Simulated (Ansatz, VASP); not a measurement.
One calculation of PbSe, two programs

INCAR

```
SYSTEM = PbSe
ALGO = Normal
EDIFF = 1E-6
ENCUT = 520
GGA = PE
ISIF = 2
ISMEAR = -1
LASPH = .TRUE.
LCHARG = .TRUE.
LELF = .TRUE.
LREAL = .FALSE.
LVHAR = .TRUE.
LWAVE = .FALSE.
NBANDS = 28
NELM = 60
PREC = Accurate
SIGMA = 0.02
```

KPOINTS

```
k-points
0
G
  6 6 4
  0 0 0
```

The input POSCAR:

```
PbSe
1.0
    5.1741442664      0.0000000000      0.0000000000
   -2.5870721332      4.4809403775      0.0000000000
    0.0000000000      0.0000000000      6.1644360317
Pb Se
2 2
Direct
    0.3333333333      0.6666666667     -0.0629204590
    0.6666666667      0.3333333333      0.4370795410
    0.3333333333      0.6666666667      0.4379204590
    0.6666666667      0.3333333333      0.9379204590
```

Input for Ansatz:

```yaml
crystal:
  lattice:
    - [5.1741442664, 0.0, 0.0]
    - [-2.5870721332, 4.4809403775, 0.0]
    - [0.0, 0.0, 6.1644360317]
  atoms:
    - { symbol: Pb, position: [0.3333333333, 0.6666666667, -0.062920459] }
    - { symbol: Pb, position: [0.6666666667, 0.3333333333, 0.437079541] }
    - { symbol: Se, position: [0.3333333333, 0.6666666667, 0.437920459] }
    - { symbol: Se, position: [0.6666666667, 0.3333333333, 0.937920459] }
kpoints:
  mp_grid: { grid: [6, 6, 4] }
  band_path:
    path:
      - [0.0, 0.0, 0.0]
      - [0.5, 0.0, 0.0]
      - [0.3333333333, 0.3333333333, 0.0]
      - [0.0, 0.0, 0.5]
      - [0.5, 0.0, 0.5]
      - [0.3333333333, 0.3333333333, 0.5]
    npoints: 1
hamiltonian:
  xc: pbe
scf:
  occupations: { method: fermi_dirac, width: 0.02 }
  n_extra_bands: 5
output:
  forces: true
  stress: true
  eigenvalues: true
  write_density: true
  write_potential: true
  elf: true
  volumetric_format: npy
```

Change from the starting cell: uniaxial_z strain -0.8%.

Alike in both runs: task single point; functional PBE; k mesh 6 × 6 × 4; occupations fermi-dirac, width 0.02 eV; no spin polarisation.

|  | VASP | Ansatz |
| --- | --- | --- |
| version | VASP 6.6.1 | Ansatz 0.2.0 |
| potentials or method | VASP PAW PBE potentials, release 64 (Pb_d, Se) | plane waves, PAW |
| plane-wave cutoff (eV) | 520 | 420 |
| valence electrons in the cell | 40 | 60 |

Ansatz gave:

- gap on the k mesh at the Fermi level (eV): 1.16
- pressure (GPa): 1.1
- traceless stress, the component that is largest in VASP (GPa): 0.62

Question: What did VASP give for the same quantities?

Answer: gap on the k mesh at the Fermi level (eV): 1.17; pressure (GPa): 1.1; traceless stress, the component that is largest in VASP (GPa): 0.61.

VASP's potentials hold 40 valence electrons a cell and Ansatz's 60, so a difference there can come from the potentials and not from the codes.

Neither program's run includes spin-orbit coupling.
